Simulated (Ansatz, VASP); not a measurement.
## TiPd3: VASP beside Ansatz

```
Ti Pd
1.0
     3.76837    0.00000    0.00000
     0.00000    3.76837    0.00000
     0.00000    0.00000    3.76837
Ti Pd
1 3
Direct
  0.00000 0.00000 0.00000
  0.00000 0.50000 0.50000
  0.50000 0.00000 0.50000
  0.50000 0.50000 0.00000
```

Change from the starting cell: volume scaled by 0.96, crystal datasets.

Alike in both runs: task electric field gradients; functional LDA; k mesh 11 × 11 × 11; occupations fermi-dirac, width 0.05 eV; no spin polarisation.

|  | VASP | Ansatz |
| --- | --- | --- |
| version | VASP 6.6.1 | Ansatz 0.2.0 |
| potentials or method | VASP PAW LDA potentials, release 64 (Ti_sv, Pd), cutoff 520 eV | all-electron PAW with datasets made for the crystal, scalar-relativistic |

VASP gave:

* pressure (GPa): 13.6
* size of Vzz on the site where it differs most (V/Å²): 66.3

Question: Which values does Ansatz return?

Answer: Pressure (GPa): 13.1; size of Vzz on the site where it differs most (V/Å²): 85.3.

LDA's correlation is that of Perdew and Zunger in VASP and of Perdew and Wang (1992) in Ansatz. Ansatz ran all-electron here, and VASP with PAW potentials.
